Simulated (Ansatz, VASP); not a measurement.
## Two plane-wave programs on CsH

Contents of INCAR:

```
PREC = Accurate
ENCUT = 520
EDIFF = 1E-7
ISMEAR = 0
SIGMA = 0.05
LREAL = F
LASPH = T
NELM = 60
ALGO = Normal
ISIF = 2
LWAVE = F
LCHARG = F
GGA = CA
NBANDS = 12
```

File KPOINTS:

```
Automatic mesh
0
Gamma
  8 8 8
```

The input POSCAR:

```
CsH
1.0
    0.0000000000      2.9329600000      3.3155200000
    2.9329600000      0.0000000000      3.3155200000
    2.9329600000      2.9329600000      0.0000000000
Cs H
1 1
Direct
    0.0000000000      0.0000000000      0.0000000000
    0.5000000000      0.5000000000      0.5000000000
```

Input for Ansatz:

```yaml
crystal:
  lattice:
    - [0.0, 2.93296, 3.31552]
    - [2.93296, 0.0, 3.31552]
    - [2.93296, 2.93296, 0.0]
  atoms:
    - { symbol: Cs, position: [0.0, 0.0, 0.0] }
    - { symbol: H, position: [0.5, 0.5, 0.5] }
basis:
  ecutwfc: 420
kpoints:
  mp_grid: { grid: [8, 8, 8] }
hamiltonian:
  xc: lda
scf:
  occupations: { method: gaussian, width: 0.05 }
output:
  forces: true
  stress: true
  eigenvalues: true
```

Change from the starting cell: strain -0.080 along x and y, +0.040 along z, atoms carried along.

Alike in both runs: task single point; functional LDA; k mesh 8 × 8 × 8; occupations gaussian, width 0.05 eV; no spin polarisation.

```csv
,VASP,Ansatz
version,VASP 6.6.1,Ansatz 0.2.0
potentials or method,"VASP PAW LDA potentials, release 64 (Cs_sv, H), cutoff 520 eV","scalar-relativistic, plane waves, PAW"
valence electrons in the cell,10,10
```

|  | VASP | Ansatz | Ansatz less VASP |
| --- | --- | --- | --- |
| gap on the k mesh at the Fermi level (eV) | 1.64 | 1.67 | +0.030 |
| least direct gap on the mesh (eV) | 1.64 | 1.67 | +0.030 |
| pressure (GPa) | 0.4 | 0.4 | -0.07 |
| traceless stress, the component that is largest in VASP (GPa) | -2.23 | -2.17 | +0.063 |

LDA's correlation is that of Perdew and Zunger in VASP and of Perdew and Wang (1992) in Ansatz.

Spin-orbit coupling is off throughout.
